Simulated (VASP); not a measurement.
# MgO: vibrations by perturbation theory with LDA

MgO:

```
Mg O
1.0
     0.00000    2.10850    2.10850
     2.10850    0.00000    2.10850
     2.10850    2.10850    0.00000
Mg O
1 1
Direct
  0.00000 0.00000 0.00000
  0.50000 0.50000 0.50000
```

- Program: VASP 6.6.1
- Task: vibrations by perturbation theory
- Functional: LDA
- Potentials or basis: VASP PAW LDA potentials, release 64 (Mg, O)
- Cutoff: 520 eV
- k mesh: 8 × 8 × 8
- Occupations: gaussian, width 0.01 eV
- Spin: no spin polarisation
- Dipole correction: no
- Further INCAR settings: ALGO = Normal; EDIFF = 1e-08; IBRION = 8; NSW = 1

- Electronic dielectric tensor (diagonal): 3.16
- Born charges (mean of the diagonal): Mg +1.97; O -1.97 e
- Highest phonon frequency at Γ, LO-TO splitting left out: 375 cm⁻¹

Phonon frequencies in cm⁻¹ (negative: imaginary):
```csv
q point,frequencies
"(0.000, 0.000, 0.000)",0 0 0 375 375 375
```

Electronic dielectric tensor:
```
3.16 0.00 0.00
0.00 3.16 0.00
0.00 0.00 3.16
```

Born effective charge tensors (e):
atom 1, Mg
```
1.97 0.00 0.00
0.00 1.97 0.00
0.00 0.00 1.97
```
atom 2, O
```
-1.97  0.00  0.00
 0.00 -1.97  0.00
 0.00  0.00 -1.97
```

Run time: 100 s on 1 thread of AMD EPYC 7R13 (shared host), peak memory 0.13 GiB.

Caveat: the cell wasn't relaxed at this level first, which shifts response properties.
